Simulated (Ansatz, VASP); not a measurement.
**Ag in VASP and in Ansatz**

INCAR

```
PREC = Accurate
ENCUT = 520
EDIFF = 1E-7
ISMEAR = 1
SIGMA = 0.15
LREAL = False
LASPH = True
NELM = 80
ALGO = Normal
ISIF = 2
LWAVE = False
LCHARG = True
GGA = PS
LELF = True
LVHAR = True
NBANDS = 12
```

The input KPOINTS:

```
regular mesh
0
Gamma
  14 14 14
```

File POSCAR:

```
Ag
1.0
   -1.6556540000      1.6556540000      1.6556540000
    1.6556540000     -1.6556540000      1.6556540000
    1.6556540000      1.6556540000     -1.6556540000
Ag
1
Direct
    0.0000000000      0.0000000000      0.0000000000
```

Input for Ansatz:

```yaml
crystal:
  lattice:
    - [-1.655654, 1.655654, 1.655654]
    - [1.655654, -1.655654, 1.655654]
    - [1.655654, 1.655654, -1.655654]
  atoms:
    - { symbol: Ag, position: [0.0, 0.0, 0.0] }
kpoints:
  mp_grid:
    grid: [14, 14, 14]
    shift: [0.0, 0.0, 0.0]
hamiltonian:
  xc: pbesol
  pseudopotentials:
    kind: paw
scf:
  occupations:
    method: cold
    width: 0.15
output:
  forces: true
  stress: true
  eigenvalues: true
```

Alike in both runs: task single point; functional PBEsol; k mesh 14 × 14 × 14; no spin polarisation.

|  | VASP | Ansatz |
| --- | --- | --- |
| version | VASP 6.6.1 | Ansatz 0.2.0 |
| potentials or method | VASP PAW PBE potentials, release 64 (Ag) | plane waves, PAW |
| plane-wave cutoff (eV) | 520 | 420 |
| occupations | methfessel-paxton of order 1, width 0.15 eV | cold, width 0.15 eV |
| valence electrons in the cell | 11 | 19 |

```tsv
	VASP	Ansatz	Ansatz less VASP
gap on the k mesh at the Fermi level (eV)	none	none	-
pressure (GPa)	-7.1	-7.0	+0.11
```

VASP's potentials were made for PBE, not for PBEsol. A gap of «none» marks a metal or a gap that the smearing closes. VASP's potentials hold 11 valence electrons a cell and Ansatz's 19, so a difference there can come from the potentials and not from the codes.
